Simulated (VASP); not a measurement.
# SiC (F-43m) in VASP: further runs

Runs on SiC. Level: HSE06. Tasks: single point.

All numbers are computed with VASP 6.6.1; they aren't measurements. Logs are shortened: lines on timing, memory, paths and dates and some standing lists are left out, and cuts for length are marked.

**1. The cell of the first run**

The structure is cubic, space group F-43m (No. 216). The conventional cell has a = 4.400 Å, b = 4.400 Å, c = 4.400 Å, α = 90.00°, β = 90.00°, γ = 90.00°. Within 2.5 Å of Si (site symmetry -43m) lie 4 C at 1.91 Å. Within 2.5 Å of C (site symmetry -43m) lie 4 Si at 1.91 Å.

**2. Single point, HSE06 (strain +1.0%)**

Contents of POSCAR:

```
SiC
1.0
    0.0000000000      2.1998328745      2.1998328745
    2.1998328745      0.0000000000      2.1998328745
    2.1998328745      2.1998328745      0.0000000000
Si C
1 1
Direct
    0.0000000000      0.0000000000      0.0000000000
    0.2500000000      0.2500000000      0.2500000000
```

Contents of INCAR.step1:

```
SYSTEM = SiC
  ALGO = Normal
  EDIFF = 1E-5
  ENCUT = 520
  GGA = PE
  ISIF = 2
  ISMEAR = 0
  LASPH = .True.
  LCHARG = .False.
  LREAL = .False.
  LWAVE = .True.
  NBANDS = 11
  NELM = 100
  PREC = Accurate
  SIGMA = 0.01
```

Contents of INCAR.step2:

```
SYSTEM = SiC
  ALGO = Normal
  EDIFF = 1E-6
  ENCUT = 520
  GGA = PE
  HFSCREEN = 0.2079
  ISIF = 2
  ISMEAR = 0
  ISTART = 1
  LASPH = .True.
  LCHARG = .False.
  LHFCALC = .True.
  LREAL = .False.
  LWAVE = .False.
  NBANDS = 11
  NELM = 100
  PREC = Accurate
  PRECFOCK = Normal
  SIGMA = 0.01
```

Contents of KPOINTS:

```
k-points
0
Gamma
  8 8 8
  0 0 0
```

Potentials or basis: VASP PAW PBE potentials, release 64 (Si, C).

Command:

```bash
$ cat potpaw_PBE.64/Si/POTCAR potpaw_PBE.64/C/POTCAR > POTCAR
$ cp INCAR.step1 INCAR
$ mpirun -np 1 vasp_std > vasp.out
$ cp INCAR.step2 INCAR
$ mpirun -np 1 vasp_std > vasp.out
```

OUTCAR:

```text
SYSTEM = SiC
   EDIFF = 1E-6
   ENCUT = 520
   GGA = PE
   HFSCREEN = 0.2079
   ISIF = 2
   ISMEAR = 0
   ISTART = 1
   LASPH = .True.
   LHFCALC = .True.
   LREAL = .False.
   NELM = 100
   PREC = Accurate
   PRECFOCK = Normal

 ion  position               nearest neighbor table
   1  0.000  0.000  0.000-   2 1.91   2 1.91   2 1.91   2 1.91
   2  0.250  0.250  0.250-   1 1.91   1 1.91   1 1.91   1 1.91

  LATTYP: Found a face centered cubic cell.
 ALAT       =     4.3996657490

  Lattice vectors:

 A1 = (   0.0000000000,   2.1998328745,   2.1998328745)
 A2 = (   2.1998328745,   0.0000000000,   2.1998328745)
 A3 = (   2.1998328745,   2.1998328745,   0.0000000000)

Analysis of symmetry for initial positions (statically):
=====================================================================
 Subroutine PRICEL returns:
 Original cell was already a primitive cell.

 Routine SETGRP: Setting up the symmetry group for a
 face centered cubic supercell.

 Subroutine GETGRP returns: Found 24 space group operations
 (whereof 24 operations were pure point group operations)
 out of a pool of 48 trial point group operations.

The static configuration has the point symmetry T_d .

Analysis of symmetry for dynamics (positions and initial velocities):
=====================================================================
 Subroutine PRICEL returns:
 Original cell was already a primitive cell.

 Routine SETGRP: Setting up the symmetry group for a
 face centered cubic supercell.

 Subroutine GETGRP returns: Found 24 space group operations
 (whereof 24 operations were pure point group operations)
 out of a pool of 48 trial point group operations.

The dynamic configuration has the point symmetry T_d .

 Subroutine INISYM returns: Found 24 space group operations
 (whereof 24 operations are pure point group operations),
 and found     1 'primitive' translations

----------------------------------------------------------------------------------------

                                     Primitive cell

  volume of cell :      21.2911

  direct lattice vectors                    reciprocal lattice vectors
     0.000000000  2.199832875  2.199832875    -0.227289994  0.227289994  0.227289994
     2.199832875  0.000000000  2.199832875     0.227289994 -0.227289994  0.227289994
     2.199832875  2.199832875  0.000000000     0.227289994  0.227289994 -0.227289994

  length of vectors
     3.111033486  3.111033486  3.111033486     0.393677817  0.393677817  0.393677817

  position of ions in fractional coordinates (direct lattice)
     0.000000000  0.000000000  0.000000000
     0.250000000  0.250000000  0.250000000

  ion indices of the primitive-cell ions
   primitive index   ion index
                 1           1
                 2           2

----------------------------------------------------------------------------------------

 KPOINTS: k-points

Automatic generation of k-mesh.
 Grid dimensions read from file:
 generate k-points for:    8    8    8

 Generating k-lattice:

  Cartesian coordinates                     Fractional coordinates (reciprocal lattice)
    -0.028411249  0.028411249  0.028411249     0.125000000  0.000000000  0.000000000
     0.028411249 -0.028411249  0.028411249     0.000000000  0.125000000  0.000000000
     0.028411249  0.028411249 -0.028411249     0.000000000  0.000000000  0.125000000

  Length of vectors
     0.049209727  0.049209727  0.049209727

  Shift w.r.t. Gamma in fractional coordinates (k-lattice)
     0.000000000  0.000000000  0.000000000

 Subroutine IBZKPT returns following result:
 ===========================================

 Found     29 irreducible k-points:

 Following reciprocal coordinates:
            Coordinates               Weight
  0.000000  0.000000  0.000000      1.000000
  0.125000  0.000000  0.000000      8.000000
  0.250000  0.000000  0.000000      8.000000
  0.375000  0.000000  0.000000      8.000000
  0.500000  0.000000  0.000000      4.000000
  0.125000  0.125000  0.000000      6.000000
[... 16 lines left out ...]
  0.500000  0.250000  0.125000     48.000000
 -0.375000  0.250000  0.125000     24.000000
 [... further k-points ...]
   k-points           NKPTS =     29   k-points in BZ     NKDIM =    512   number of bands    NBANDS=     11
   number of dos      NEDOS =    301   number of ions     NIONS =      2
   total plane-waves  NPLWV =  13824
   dimension x,y,z NGX =    24 NGY =   24 NGZ =   24
   dimension x,y,z NGXF=    48 NGYF=   48 NGZF=   48
   ions per type =               1   1
   NGX,Y,Z   is equivalent  to a cutoff of  12.83, 12.83, 12.83 a.u.
   NGXF,Y,Z  is equivalent  to a cutoff of  25.65, 25.65, 25.65 a.u.
 SYSTEM =  SiC
   PREC   = accura    normal or accurate (medium, high low for compatibility)
   ISTART =      1    job   : 0-new  1-cont  2-samecut
   ICHARG =      0    charge: 1-file 2-atom 10-const
   ISPIN  =      1    spin polarized calculation?
   LNONCOLLINEAR =      F non collinear calculations
   LSORBIT =      F    spin-orbit coupling
   LASPH  =      T    aspherical Exc in radial PAW
   ENCUT  =  520.0 eV  38.22 Ry    6.18 a.u.   5.78  5.78  5.78*2*pi/ulx,y,z
   NELM   =    100;   NELMIN=  2; NELMDL=  0     # of ELM steps
   EDIFF  = 0.1E-05   stopping-criterion for ELM
   LREAL  =      F    real-space projection
   EDIFFG = 0.1E-04   stopping-criterion for IOM
   NSW    =      0    number of steps for IOM
   IBRION =     -1    ionic relax: 0-MD 1-quasi-New 2-CG
   NFREE  =      0    steps in history (QN), initial steepest desc. (CG)
   ISIF   =      2    stress and relaxation
   ISYM   =      3    0-nonsym 1-usesym 2-fastsym
   POTIM  = 0.5000    time-step for ionic-motion
   TEBEG  =    0.0;   TEEND  =   0.0 temperature during run
   PSTRESS=    0.0 pullay stress
   NELECT =       8.0000    total number of electrons
   NUPDOWN=      -1.0000    fix difference up-down
   EMIN   =  10.00;   EMAX   =-10.00  energy-range for DOS
   EFERMI =   0.00;   METHOD = LEGACY
   ISMEAR =     0;   SIGMA  =   0.01  broadening in eV -4-tet -1-fermi 0-gaus
   EFERMI_NEDOS =   21; number of points for ismear=-14 and -15
   IALGO  =     38    algorithm
   IMIX   =      1    mixing-type and parameters
     AMIX     =   0.40;   BMIX     =  1.00
     AMIX_MAG =   1.60;   BMIX_MAG =  1.00
  volume/ion in A,a.u.               =      10.65        71.84
  Fermi-wavevector in a.u.,A,eV,Ry     =   1.181332  2.232393 18.987532  1.395544
  Thomas-Fermi vector in A             =   2.317607
   LORBIT       =      0    0 simple, 1 ext, 2 COOP (PROOUT), +10 PAW based schemes
   GGA     = PE    functional components
   LHFCALC =     T    Hartree Fock is set to
   PRECFOCK=normal    Normal, Fast or Accurate (Low or Medium for compatibility)
   ENCUT4O =  -1.0   cutoff for four orbital integrals eV
   NKREDX  =     1    reduce k-point grid by
   NKREDY  =     1    reduce k-point grid by
   NKREDZ  =     1    reduce k-point grid by
   AEXX    =    0.2500 exact exchange contribution
   HFSCREEN=    0.2079 screening length (either q_TF or 0.3 A-1)
   HFSCREENC=   0.2079 screening length for correlation (either q_TF or 0.3 A-1)
   ENCUTFOCK=  -1.0 apply spherical cutoff to Coloumb kernel
   IVDW    =     0    specifies the selected vdW correction
   LEPSILON=     F    determine dielectric tensor
   LRPA    =     F    only Hartree local field effects (RPA)
 non-spin polarized calculation
 Gauss-broadening in eV      SIGMA  =   0.01
  energy-cutoff  :      520.00
  volume of cell :       21.29
 maximum number of plane-waves:       588
  NGX = 18; NGY = 18; NGZ = 18

 number of electron       8.0000001 magnetization

 Free energy of the ion-electron system (eV)
  ---------------------------------------------------
  ext. energy  EPLUGINS =         0.00000000
  ---------------------------------------------------
  free energy    TOTEN  =       -17.40499665 eV

  energy without entropy =      -17.40499665  energy(sigma->0) =      -17.40499665

 E-fermi :   7.2361     XC(G=0):  -9.2619

 val. band max:        7.1836958476   @ k =   0.0000   0.0000   0.0000
 cond. band min:       9.4317103557   @ k =   0.5000   0.5000   0.0000
 fundamental gap:      2.2480145081
 Fermi energy:         7.2361466606

 k-point     1 :       0.0000    0.0000    0.0000
  band No.  band energies     occupation
      1      -9.5690      2.00000
      2       7.1837      2.00000
      3       7.1837      2.00000
      4       7.1837      2.00000
      5      14.3578      0.00000
      6      15.5562      0.00000
      7      15.5562      0.00000
      8      15.5562      0.00000
      9      23.0785      0.00000
     10      23.0785      0.00000
     11      24.6957      0.00000

 k-point     2 :       0.1250    0.0000    0.0000
  band No.  band energies     occupation
      1      -9.2454      2.00000
      2       5.5837      2.00000
      3       6.9668      2.00000
      4       6.9668      2.00000
      5      14.6324      0.00000
      6      15.9365      0.00000
      7      15.9365      0.00000
      8      16.1121      0.00000
      9      21.7952      0.00000
     10      21.7952      0.00000
     11      24.4571      0.00000

 k-point     3 :       0.2500    0.0000    0.0000
  band No.  band energies     occupation
      1      -8.3001      2.00000
      2       2.5347      2.00000
      3       6.5252      2.00000
      4       6.5252      2.00000
      5      14.1268      0.00000
      6      16.2260      0.00000
      7      16.2260      0.00000
      8      17.7879      0.00000
      9      21.6187      0.00000
     10      21.6187      0.00000
     11      23.5021      0.00000
[... 267 lines left out ...]
 k-point    23 :       0.5000    0.2500    0.1250
  band No.  band energies     occupation
      1      -6.1105      2.00000
      2       0.1205      2.00000
      3       3.3204      2.00000
      4       5.1286      2.00000
      5      13.5485      0.00000
      6      15.8525      0.00000
      7      17.5859      0.00000
      8      18.9181      0.00000
      9      21.9901      0.00000
     10      25.1207      0.00000
     11      27.8483      0.00000

 k-point    24 :      -0.3750    0.2500    0.1250
  band No.  band energies     occupation
      1      -5.1443      2.00000
      2      -1.2499      2.00000
      3       3.1885      2.00000
      4       4.7753      2.00000
      5      13.4927      0.00000
      6      15.5156      0.00000
      7      18.6192      0.00000
      8      19.5299      0.00000
      9      21.9495      0.00000
     10      24.8655      0.00000
     11      27.8271      0.00000

 [... further k-points ...]

------------------------ aborting loop because EDIFF is reached ----------------------------------------

  FORCE on cell =-STRESS in cart. coord.  units (eV):
  Direction    XX          YY          ZZ          XY          YZ          ZX
  --------------------------------------------------------------------------------------
  -------------------------------------------------------------------------------------
  Total       -1.0509916     -1.0509916     -1.0509916      0.0000000      0.0000000      0.0000000
  in kB      -79.0880338    -79.0880338    -79.0880338      0.0000000      0.0000000      0.0000000
  external PRESSURE =     -79.0880338 kB  Pullay stress =       0.0000000 kB

 VOLUME and BASIS-vectors are now :
 -----------------------------------------------------------------------------
  energy-cutoff  :      520.00
  volume of cell :       21.29
      direct lattice vectors                 reciprocal lattice vectors
     0.000000000  2.199832875  2.199832875    -0.227289994  0.227289994  0.227289994
     2.199832875  0.000000000  2.199832875     0.227289994 -0.227289994  0.227289994
     2.199832875  2.199832875  0.000000000     0.227289994  0.227289994 -0.227289994

 POSITION                                       TOTAL-FORCE (eV/Angst)
 -----------------------------------------------------------------------------------
      0.00000      0.00000      0.00000        -0.000000     -0.000000     -0.000000
      1.09992      1.09992      1.09992         0.000000      0.000000      0.000000
 -----------------------------------------------------------------------------------
    total drift:                                0.000000     -0.000000     -0.000000

  FREE ENERGIE OF THE ION-ELECTRON SYSTEM (eV)
  ---------------------------------------------------
  free  energy   TOTEN  =       -17.4049966488 eV

  energy  without entropy=      -17.4049966488  energy(sigma->0) =      -17.40499665
```

It took 14 min on 1 thread of AMD EPYC 9R45 (Zen 5), shared host; peak memory 0.22 GiB.

What came out:

```yaml
Free_energy: -17.4050 eV
Pressure: -7.9 GPa
Band_gap_on_the_k_mesh: 2.25 eV, indirect (least direct gap 5.69 eV)
```

Caveat: the cell differs from its parent crystal (strain +1.0%); the PAW data sets were made with another functional, which shifts forces and pressure a little.

**3. Single point, HSE06 (strain +3.0%)**

Contents of POSCAR:

```
SiC
1.0
    0.0000000000      2.2433939216      2.2433939216
    2.2433939216      0.0000000000      2.2433939216
    2.2433939216      2.2433939216      0.0000000000
Si C
1 1
Direct
    0.0000000000      0.0000000000      0.0000000000
    0.2500000000      0.2500000000      0.2500000000
```

Contents of INCAR.step1:

```
PREC     = Accurate       # precision mode
ENCUT    = 520            # plane-wave cutoff, eV
EDIFF    = 1E-5           # SCF threshold, eV
ISMEAR   = 0              # smearing method
SIGMA    = 0.01           # smearing width, eV
LREAL    = F              # projectors in reciprocal space
LASPH    = T              # aspherical terms in the spheres
NELM     = 80             # most SCF steps
ALGO     = Normal         # electronic algorithm
ISIF     = 2              # what is computed and relaxed
LWAVE    = T              # write WAVECAR
NBANDS   = 11             # bands
GGA      = PE             # functional
```

Contents of INCAR.step2:

```
PREC     = Accurate       # precision mode
ENCUT    = 520            # plane-wave cutoff, eV
EDIFF    = 1E-6           # SCF threshold, eV
ISMEAR   = 0              # smearing method
SIGMA    = 0.01           # smearing width, eV
LREAL    = F              # projectors in reciprocal space
LASPH    = T              # aspherical terms in the spheres
NELM     = 80             # most SCF steps
ALGO     = Normal         # electronic algorithm
ISIF     = 2              # what is computed and relaxed
LWAVE    = F              # write WAVECAR
LCHARG   = T              # write CHGCAR
GGA      = PE             # functional
LHFCALC  = T              # exact exchange
HFSCREEN = 0.2079         # screening, 1/A
PRECFOCK = Normal       
LELF     = T              # ELF
LVHAR    = T            
NBANDS   = 11             # bands
ISTART   = 1
```

Contents of KPOINTS:

```
regular mesh
0
Gamma
  8 8 8
```

Potentials or basis: VASP PAW PBE potentials, release 64 (Si, C).

Command:

```bash
$ cat potpaw_PBE.64/Si/POTCAR potpaw_PBE.64/C/POTCAR > POTCAR
$ cp INCAR.step1 INCAR
$ mpirun -np 1 vasp_std > vasp.out
$ cp INCAR.step2 INCAR
$ mpirun -np 1 vasp_std > vasp.out
```

It took 26 min on 1 thread of AMD EPYC 7R43 (Zen 3), shared host; peak memory 0.22 GiB.

Results (log left out):

```
Free energy            : -17.2971 eV
Pressure               : -18.5 GPa
Band gap on the k mesh : 2.28 eV, indirect (least direct gap 5.60 eV)
```

Levels at points of the mesh, in eV from the valence-band top:
```
           k point  band 2  band 3  band 4  band 5  band 6  band 7
(0.00, 0.00, 0.00)    0.00    0.00    0.00    6.44    7.95    7.95
(0.50, 0.00, 0.00)   -8.86   -1.14   -1.14    5.79    8.09    8.09
(0.50, 0.50, 0.00)   -8.27   -3.32   -3.32    2.28    5.03   14.87
```

Caveat: the cell differs from its parent crystal (strain +3.0%); the PAW data sets were made with another functional, which shifts forces and pressure a little.
